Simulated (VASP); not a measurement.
BiB2Sb, 4 atoms in the cell. Symmetry: P-4m2, No. 115, tetragonal system. The conventional cell has a = 3.793 Å, b = 3.793 Å, c = 5.365 Å, α = 90.00°, β = 90.00°, γ = 90.00°. Within 3.0 Å of Sb (site symmetry -4m2) lie 4 B at 2.29 Å. B (site symmetry 2mm) has 2 Sb at 2.29 Å and 2 Bi at 2.36 Å within 3.0 Å. Bi (site symmetry -4m2) has 4 B at 2.36 Å within 3.1 Å. 

```yaml
Program: VASP 6.6.1
Task: single point
Functional: HSE06
Potentials_or_basis: VASP PAW PBE potentials, release 64 (Sb, B, Bi_d)
Cutoff: 520 eV
k_mesh: 4 × 4 × 4
Occupations: gaussian, width 0.01 eV
Spin: no spin polarisation
Dipole_correction: no
Grid_for_exact_exchange_PRECFOCK: Normal
Further_INCAR_settings: ALGO = Normal; EDIFF = 1e-07; NBANDS = 21
Share_of_exact_exchange: 0.25
Screening_parameter: 0.2079 1/Å
```

Potentials or basis: VASP PAW PBE potentials, release 64 (Sb, B, Bi_d).

The run is started by

```bash
$ cat potpaw_PBE.64/Sb/POTCAR potpaw_PBE.64/B/POTCAR potpaw_PBE.64/Bi_d/POTCAR > POTCAR
$ cp INCAR.step1 INCAR
$ mpirun -np 1 vasp_std > vasp.out
$ cp INCAR.step2 INCAR
$ mpirun -np 1 vasp_std > vasp.out
```

Hardware: 1 thread of Intel(R) Xeon(R) Platinum 8488C (Sapphire Rapids), on a shared host.

Problem. How long does it take, and how much memory?

Solution. Run time: 34 min on 1 thread of Intel(R) Xeon(R) Platinum 8488C (Sapphire Rapids) (shared host), peak memory 0.31 GiB. Counts: k points 18.
